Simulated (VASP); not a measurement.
Here is a VASP 6.6.1 calculation.

Contents of INCAR:

```
SYSTEM = Pt
PREC     = Accurate       ! precision mode
ENCUT    = 520            ! plane-wave cutoff, eV
EDIFF    = 1E-6           ! SCF threshold, eV
ISMEAR   = 0              ! smearing method
SIGMA    = 0.15           ! smearing width, eV
LREAL    = .FALSE.        ! projectors in reciprocal space
LASPH    = .TRUE.         ! aspherical terms in the spheres
NELM     = 60             ! most SCF steps
ALGO     = Fast           ! electronic algorithm
ISIF     = 2              ! what is computed and relaxed
LWAVE    = .FALSE.        ! write WAVECAR
LCHARG   = .FALSE.        ! write CHGCAR
GGA      = PE             ! functional
NBANDS   = 11             ! bands
```

Contents of KPOINTS:

```
regular mesh
0
G
  10 10 10
  0 0 0
```

The input POSCAR:

```
Pt
1.0
    0.0000000000      1.9946106250      1.9946106250
    1.9579000000      0.0367106250      1.9579000000
    1.9579000000      1.9579000000      0.0367106250
Pt
1
Direct
    0.0000000000      0.0000000000      0.0000000000
```

Potentials or basis: VASP PAW PBE potentials, release 64 (Pt).

Launch:

```sh
$ cat potpaw_PBE.64/Pt/POTCAR > POTCAR
$ mpirun -np 1 vasp_std > vasp.out
```

(1) What does it give for the pressure?

(2) Predict the band gap on the k mesh.

Answers

(1) 11.6 GPa.

(2) zero (band 5 reaches 11.90 eV, above the bottom of band 6 at 9.60 eV).

Caveat: the cell differs from its parent crystal (strain +0.0375 x Voigt [0, 0, 0, 1, 0, 0]); spin-orbit coupling is left out, which moves the levels of the heavy elements.
